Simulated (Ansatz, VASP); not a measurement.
BaTiO3: VASP beside Ansatz

File POSCAR:

```
BaTiO3
1.0
    4.0890654813      0.0000000000      0.0000000000
    0.0000000000      2.9106184579      2.9190828388
    0.0000000000     -2.9106184579      2.9190828388
Ba Ti O
1 1 3
Direct
    0.0000000000      0.0000000000      0.0000000000
    0.5000000000      0.5124000000      0.5124000000
    0.0000000000      0.4874000000      0.4874000000
    0.5000000000      0.5052400000      0.9918400000
    0.5000000000      0.9918400000      0.5052400000
```

INCAR.step1

```
PREC = Accurate ; ENCUT = 520
ISMEAR = 0 ; SIGMA = 0.01
LREAL = F ; LASPH = T
NELM = 80 ; NBANDS = 28
GGA = PE ; ALGO = Normal
EDIFF = 1E-4 ; LWAVE = T
LCHARG = F
```

Contents of INCAR.step2:

```
PREC = Accurate ; ENCUT = 520
EDIFF = 1E-6 ; ISMEAR = 0
SIGMA = 0.01 ; LREAL = F
LASPH = T ; NELM = 80
ALGO = Normal ; ISIF = 2
LWAVE = F ; LCHARG = F
METAGGA = R2SCAN ; LMIXTAU = T
NBANDS = 28 ; ISTART = 1
```

The input KPOINTS:

```
regular mesh
0
Gamma
  6 6 6
```

Input for Ansatz:

```yaml
crystal:
  lattice:
    - [4.089065481287985, 0.0, 0.0]
    - [0.0, 2.910618457876273, 2.9190828388123222]
    - [0.0, -2.910618457876273, 2.9190828388123222]
  atoms:
    - { symbol: Ba, position: [0.0, 0.0, 0.0] }
    - { symbol: Ti, position: [0.5, 0.5124, 0.5124] }
    - { symbol: O, position: [0.0, 0.4874, 0.4874] }
    - { symbol: O, position: [0.5, 0.50524, 0.99184] }
    - { symbol: O, position: [0.5, 0.99184, 0.50524] }
basis:
  ecutwfc: 653.073269903712
kpoints:
  mp_grid:
    grid: [6, 6, 6]
hamiltonian:
  xc: r2scan
  pseudopotentials:
    kind: paw
scf:
  occupations:
    method: fixed
output:
  stress: true
```

Alike in both runs: task single point; functional r2SCAN; k mesh 6 × 6 × 6; no spin polarisation.

|  | VASP | Ansatz |
| --- | --- | --- |
| version | VASP 6.6.1 | Ansatz 0.2.0 |
| potentials or method | VASP PAW PBE potentials, release 64 (Ba_sv, Ti_sv, O), cutoff 520 eV | plane waves, PAW |
| occupations | gaussian, width 0.01 eV | fixed |
| valence electrons in the cell | 40 | 40 |

Ansatz gave:

* pressure (GPa): -12.2
* traceless stress, the component that is largest in VASP (GPa): -0.33

**Question.** What did VASP give for the same quantities?

**Answer.** Pressure (GPa): -10.7; traceless stress, the component that is largest in VASP (GPa): -0.33.

VASP's potentials were made for PBE, not for r2SCAN.

Neither program's run includes spin-orbit coupling.
